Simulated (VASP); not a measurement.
# C (Fd-3m) in VASP: further runs, part 2 of 2

VASP 6.6.1.

### 4 Single point, PBE (volume scaled by 0.92)

INCAR reads:

```
  PREC = Accurate
  ENCUT = 520
  EDIFF = 1E-6
  ISMEAR = -1
  SIGMA = 0.05
  LREAL = False
  LASPH = True
  NELM = 100
  ALGO = Normal
  ISIF = 2
  LWAVE = False
  LCHARG = False
  GGA = PE
  NBANDS = 11
```

KPOINTS reads:

```
Automatic mesh
0
Gamma
  13 13 13
```

POSCAR reads:

```
C
1.0
    0.0000000000      1.7368662927      1.7368662927
    1.7368662927      0.0000000000      1.7368662927
    1.7368662927      1.7368662927      0.0000000000
C
2
Direct
    0.5000000000      0.5000000000      0.5000000000
    0.7500000000      0.7500000000      0.7500000000
```

Potentials or basis: VASP PAW PBE potentials, release 64 (C).

The run is started by

```bash
$ cat potpaw_PBE.64/C/POTCAR > POTCAR
$ mpirun -np 1 vasp_std > vasp.out
```

OUTCAR:

```text
PREC = Accurate
   ENCUT = 520
   EDIFF = 1E-6
   ISMEAR = -1
   LREAL = False
   LASPH = True
   NELM = 100
   ISIF = 2
   GGA = PE

 ion  position               nearest neighbor table
   1  0.500  0.500  0.500-   2 1.50   2 1.50   2 1.50   2 1.50
   2  0.750  0.750  0.750-   1 1.50   1 1.50   1 1.50   1 1.50

  LATTYP: Found a face centered cubic cell.
 ALAT       =     3.4737325854

  Lattice vectors:

 A1 = (   0.0000000000,   1.7368662927,   1.7368662927)
 A2 = (   1.7368662927,   0.0000000000,   1.7368662927)
 A3 = (   1.7368662927,   1.7368662927,   0.0000000000)

Analysis of symmetry for initial positions (statically):
=====================================================================
 Subroutine PRICEL returns:
 Original cell was already a primitive cell.

 Routine SETGRP: Setting up the symmetry group for a
 face centered cubic supercell.

 Subroutine GETGRP returns: Found 48 space group operations
 (whereof 24 operations were pure point group operations)
 out of a pool of 48 trial point group operations.

The static configuration has the point symmetry T_d .
 The point group associated with its full space group is O_h .

Analysis of symmetry for dynamics (positions and initial velocities):
=====================================================================
 Subroutine PRICEL returns:
 Original cell was already a primitive cell.

 Routine SETGRP: Setting up the symmetry group for a
 face centered cubic supercell.

 Subroutine GETGRP returns: Found 48 space group operations
 (whereof 24 operations were pure point group operations)
 out of a pool of 48 trial point group operations.

The dynamic configuration has the point symmetry T_d .
 The point group associated with its full space group is O_h .

 Subroutine INISYM returns: Found 48 space group operations
 (whereof 24 operations are pure point group operations),
 and found     1 'primitive' translations

[... 112 lines left out ...]
   IMIX   =      4    mixing-type and parameters
     AMIX     =   0.40;   BMIX     =  1.00
     AMIX_MAG =   1.60;   BMIX_MAG =  1.00
  volume/ion in A,a.u.               =       5.24        35.36
  Fermi-wavevector in a.u.,A,eV,Ry     =   1.496219  2.827444 30.458964  2.238671
  Thomas-Fermi vector in A             =   2.608263
   LORBIT       =      0    0 simple, 1 ext, 2 COOP (PROOUT), +10 PAW based schemes
   GGA     = PE    functional components
   LHFCALC =     F    Hartree Fock is set to
   AEXX    =    0.0000 exact exchange contribution
   IVDW    =     0    specifies the selected vdW correction
   LEPSILON=     F    determine dielectric tensor
   LRPA    =     F    only Hartree local field effects (RPA)
 non-spin polarized calculation
  energy-cutoff  :      520.00
  volume of cell :       10.48
 maximum number of plane-waves:       296
   NGX =  9   NGY =  9   NGZ =  9

 number of electron       7.9999999 magnetization

 Free energy of the ion-electron system (eV)
  ---------------------------------------------------
  ext. energy  EPLUGINS =         0.00000000
  ---------------------------------------------------
  free energy    TOTEN  =       -18.06763877 eV

  energy without entropy =      -18.06763877  energy(sigma->0) =      -18.06763877

 E-fermi :  11.9453     XC(G=0): -13.6526

 val. band max:       10.9112202847   @ k =   0.0000   0.0000   0.0000
 cond. band min:      15.2275046325   @ k =   0.3846   0.3846   0.0000
 fundamental gap:      4.3162843478
 Fermi energy:        11.9453111311

 k-point     1 :       0.0000    0.0000    0.0000
  band No.  band energies     occupation
      1     -11.6615      2.00000
      2      10.9112      2.00000
      3      10.9112      2.00000
      4      10.9112      2.00000
      5      16.7204      0.00000
      6      16.7204      0.00000
      7      16.7204      0.00000
      8      26.1071      0.00000
      9      31.2544      0.00000
     10      38.3360      0.00000
     11      38.3360      0.00000
[... 309 lines left out ...]
 k-point    24 :       0.4615    0.1538    0.0000
  band No.  band energies     occupation
      1      -6.3320      2.00000
      2      -0.9919      2.00000
      3       6.2184      2.00000
      4       6.6980      2.00000
      5      18.2939      0.00000
      6      22.0461      0.00000
      7      22.8203      0.00000
      8      25.6078      0.00000
      9      32.5143      0.00000
     10      35.7159      0.00000
     11      39.1601      0.00000

 [... further k-points ...]
[... 5 lines left out ...]
  --------------------------------------------------------------------------------------
  -------------------------------------------------------------------------------------
  Total        2.8169083      2.8169083      2.8169083     -0.0000000     -0.0000000     -0.0000000
  in kB      430.6794311    430.6794311    430.6794311     -0.0000000     -0.0000000     -0.0000000
  external PRESSURE =     430.6794311 kB  Pullay stress =       0.0000000 kB

 VOLUME and BASIS-vectors are now :
 -----------------------------------------------------------------------------
  energy-cutoff  :      520.00
  volume of cell :       10.48
      direct lattice vectors                 reciprocal lattice vectors
     0.000000000  1.736866293  1.736866293    -0.287874779  0.287874779  0.287874779
     1.736866293  0.000000000  1.736866293     0.287874779 -0.287874779  0.287874779
     1.736866293  1.736866293  0.000000000     0.287874779  0.287874779 -0.287874779

 POSITION                                       TOTAL-FORCE (eV/Angst)
 -----------------------------------------------------------------------------------
      1.73687      1.73687      1.73687        -0.000000     -0.000000     -0.000000
      2.60530      2.60530      2.60530         0.000000      0.000000      0.000000
 -----------------------------------------------------------------------------------
    total drift:                                0.000000     -0.000000      0.000000

  FREE ENERGIE OF THE ION-ELECTRON SYSTEM (eV)
  ---------------------------------------------------
  free  energy   TOTEN  =       -18.0676387714 eV

  energy  without entropy=      -18.0676387714  energy(sigma->0) =      -18.06763877
```

OSZICAR:

```text
N       E                     dE             d eps       ncg     rms          rms(c)
DAV:   1     0.230414717614E+01    0.23041E+01   -0.48551E+03  1896   0.704E+02
DAV:   2    -0.185127660734E+02   -0.20817E+02   -0.20204E+02  2416   0.133E+02
DAV:   3    -0.188705370712E+02   -0.35777E+00   -0.35718E+00  2163   0.136E+01
DAV:   4    -0.188710032917E+02   -0.46622E-03   -0.46621E-03  2017   0.628E-01
DAV:   5    -0.188710037858E+02   -0.49411E-06   -0.49395E-06  2130   0.185E-02    0.615E+00
DAV:   6    -0.182680628315E+02    0.60294E+00   -0.31491E-01  1893   0.402E+00    0.369E+00
DAV:   7    -0.180655596978E+02    0.20250E+00   -0.37687E-01  2004   0.445E+00    0.893E-01
DAV:   8    -0.180675844877E+02   -0.20248E-02   -0.99712E-03  1944   0.766E-01    0.463E-02
DAV:   9    -0.180676179734E+02   -0.33486E-04   -0.61372E-05  2212   0.632E-02    0.263E-02
DAV:  10    -0.180676386565E+02   -0.20683E-04   -0.14226E-05  1988   0.342E-02    0.541E-03
DAV:  11    -0.180676387714E+02   -0.11487E-06   -0.23956E-07  1663   0.462E-03
   1 F= -.18067639E+02 E0= -.18067639E+02  d E =-.317807E-11
```

Run time: 8.1 s. Hardware: 1 thread of Intel Xeon Platinum 8259CL at 2.50GHz (Skylake/Cascade Lake), shared host; peak memory 0.11 GiB.

What came out:

* Free energy: -18.0676 eV
* Pressure: 43.1 GPa
* Band gap on the k mesh: 4.32 eV, indirect (least direct gap 5.81 eV)

Levels at points of the mesh, in eV from the valence-band top:
| k point | band 1 | band 2 | band 3 | band 4 | band 5 | band 6 | band 7 | band 8 | band 9 |
| --- | --- | --- | --- | --- | --- | --- | --- | --- | --- |
| (0.00, 0.00, 0.00) | -22.57 | 0.00 | 0.00 | 0.00 | 5.81 | 5.81 | 5.81 | 15.20 | 20.34 |

 A k mesh can miss the band edges.

### 5 Single point, PBE (volume scaled by 0.96)

INCAR reads:

```
SYSTEM = C
  ALGO = Normal
  EDIFF = 1E-7
  ENCUT = 520
  GGA = PE
  ISIF = 2
  ISMEAR = -1
  LASPH = .TRUE.
  LCHARG = .FALSE.
  LREAL = .FALSE.
  LWAVE = .FALSE.
  NBANDS = 11
  NELM = 60
  PREC = Accurate
  SIGMA = 0.05
```

KPOINTS reads:

```
k-points
0
G
  13 13 13
  0 0 0
```

POSCAR reads:

```
C
1.0
    0.0000000000      1.7616820210      1.7616820210
    1.7616820210      0.0000000000      1.7616820210
    1.7616820210      1.7616820210      0.0000000000
C
2
Direct
    0.5000000000      0.5000000000      0.5000000000
    0.7500000000      0.7500000000      0.7500000000
```

The run is started by

```bash
$ cat potpaw_PBE.64/C/POTCAR > POTCAR
$ mpirun -np 1 vasp_std > vasp.out
```

Wall time 8.8 s (1 thread of Intel Xeon Platinum 8259CL at 2.50GHz (Skylake/Cascade Lake), shared host); peak memory 0.12 GiB.

Results (log left out):

```
Free energy            : -18.1568 eV
Pressure               : 19.9 GPa
Band gap on the k mesh : 4.22 eV, indirect (least direct gap 5.69 eV)
```

Levels at points of the mesh, in eV from the valence-band top:
```tsv
k point	band 1	band 2	band 3	band 4	band 5	band 6	band 7	band 8	band 9
(0.00, 0.00, 0.00)	-21.98	0.00	0.00	0.00	5.69	5.69	5.69	14.18	19.77
```

 A k mesh can miss the band edges.

### 6 The runs side by side

| cell | k mesh | gap on the mesh (eV) | pressure (GPa) |
| --- | --- | --- | --- |
| a = 2.526 Å, angles 60.0°, 2 atoms | 8 × 8 × 8 | 4.12 | 0.6 |
| a = 2.420 Å, angles 60.0°, 2 atoms | 13 × 13 × 13 | 4.42 | 71.1 |
| a = 2.456 Å, angles 60.0°, 2 atoms | 13 × 13 × 13 | 4.32 | 43.1 |
| a = 2.491 Å, angles 60.0°, 2 atoms | 13 × 13 × 13 | 4.22 | 19.9 |

Alike in all rows: task single point; level PBE; potentials or basis VASP PAW PBE potentials, release 64 (C); no spin polarisation; cutoff (eV) 520; smearing fermi-dirac 0.05 eV.

Absolute energies hang on the potentials; compare differences alone.
